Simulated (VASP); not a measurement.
A run of VASP 6.6.1:

Contents of INCAR:

```
SYSTEM = ZrS2
PREC = Accurate
ENCUT = 450
EDIFF = 1E-7
ISMEAR = 0
SIGMA = 0.02
LREAL = .FALSE.
LASPH = .TRUE.
NELM = 120
ALGO = Normal
ISIF = 2
LWAVE = .FALSE.
LCHARG = .FALSE.
LDIPOL = .TRUE.
IDIPOL = 3
DIPOL = 0.5 0.5 0.500
GGA = PE
IVDW = 12
IBRION = 2
NSW = 60
EDIFFG = -0.01
GGA_COMPAT = .FALSE.
NELMIN = 4
NELMDL = -8
```

File KPOINTS:

```
Automatic mesh
0
G
  9 9 1
  0 0 0
```

File POSCAR:

```
ZrS2
1.0
    3.7945109590      0.0000000000      0.0000000000
   -1.8972554795      3.2861428854      0.0000000000
    0.0000000000      0.0000000000     31.8415096473
S Zr
2 1
Direct
    0.6666666667      0.3333333333      0.4541937806
    0.3333333333      0.6666666667      0.5458062194
    0.0000000000      0.0000000000      0.5000000000
```

Potentials or basis: VASP PAW PBE potentials, release 64 (S, Zr_sv).

Command:

```bash
$ cat potpaw_PBE.64/S/POTCAR potpaw_PBE.64/Zr_sv/POTCAR > POTCAR
$ mpirun -np 1 vasp_std > vasp.out
```

Hardware: 1 thread of Intel(R) Xeon(R) Platinum 8375C CPU @ 2.90GHz (Ice Lake), on a shared host.

Q: How long does it take, and how much memory?

A: Run time: 7.8 min on 1 thread of Intel(R) Xeon(R) Platinum 8375C CPU @ 2.90GHz (Ice Lake), with other jobs on the host, peak memory 0.48 GiB. Counts: scf iterations 62, k points 12, ion steps 3.
